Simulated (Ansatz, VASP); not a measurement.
**HfN in VASP and in Ansatz**

```
Hf N
1.0
     0.00000    2.25900    2.25900
     2.25900    0.00000    2.25900
     2.25900    2.25900    0.00000
Hf N
1 1
Direct
  0.00000 0.00000 0.00000
  0.59391 0.50000 0.50000
```

Change from the starting cell: all N atoms moved -0.300 Å, as atom 2 towards its neighbour atom 2 (N) at 3.195 Å.

Alike in both runs: task single point; functional PBE; k mesh 18 × 18 × 18; occupations gaussian, width 0.15 eV; no spin polarisation.

```csv
,VASP,Ansatz
version,VASP 6.6.1,Ansatz 0.2.0
potentials or method,"VASP PAW PBE potentials, release 64 (Hf_pv, N), cutoff 520 eV","scalar-relativistic, plane waves, PAW"
valence electrons in the cell,15,31
```

```csv
,VASP,Ansatz,Ansatz less VASP
gap on the k mesh at the Fermi level (eV),none,none,-
pressure (GPa),14.9,16.9,+1.99
"traceless stress, the component that is largest in VASP (GPa)",-11.14,-11.13,+0.013
rms of the force components (eV/Å),2.047,2.033,-0.0141
```

Atom by atom the forces differ by 0.014 eV/Å (rms over components). A gap of «none» marks a metal or a gap that the smearing closes. The functional is the same, so the differences come from potentials, cutoffs and numerics. VASP's potentials hold 15 valence electrons a cell and Ansatz's 31, so a difference there can come from the potentials and not from the codes.

Spin-orbit coupling is off throughout.
